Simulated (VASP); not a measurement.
Input of a VASP 6.6.1 run:

INCAR

```
SYSTEM = In
PREC = Accurate ; ENCUT = 500
EDIFF = 1E-6 ; ISMEAR = 0
SIGMA = 0.05 ; LREAL = .FALSE.
LASPH = .TRUE. ; NELM = 120
ALGO = Normal ; ISIF = 2
LWAVE = .FALSE. ; LCHARG = .FALSE.
GGA = PE ; NBANDS = 20
GGA_COMPAT = .FALSE.
```

Contents of KPOINTS:

```
Automatic mesh
0
G
  12 12 6
  0 0 0
```

POSCAR

```
In
1.0
    3.3354847820      0.0000000000      0.0000000000
   -1.6677423910      2.8886145552      0.0000000000
    0.0000000000      0.0000000000      5.5091429200
In
2
Direct
    0.3333333300      0.6666666700      0.2500000000
    0.6753213380      0.3506426660      0.7500000000
```

Potentials or basis: VASP PAW PBE potentials, release 64 (In_d).

Run with:

```sh
$ cat potpaw_PBE.64/In_d/POTCAR > POTCAR
$ mpirun -np 1 vasp_std > vasp.out
```

Question: Estimate the largest force.

Answer: 0.005 eV/Å.

Question: What does it give for the band gap on the k mesh?

Answer: Zero (bands 13 and 14 overlap by 6.17 eV).

Stress tensor (GPa, compression positive):
```
1.80 0.00 0.00
0.00 1.51 0.00
0.00 0.00 1.12
```

Caveat: spin-orbit coupling is left out, which moves the levels of the heavy elements.
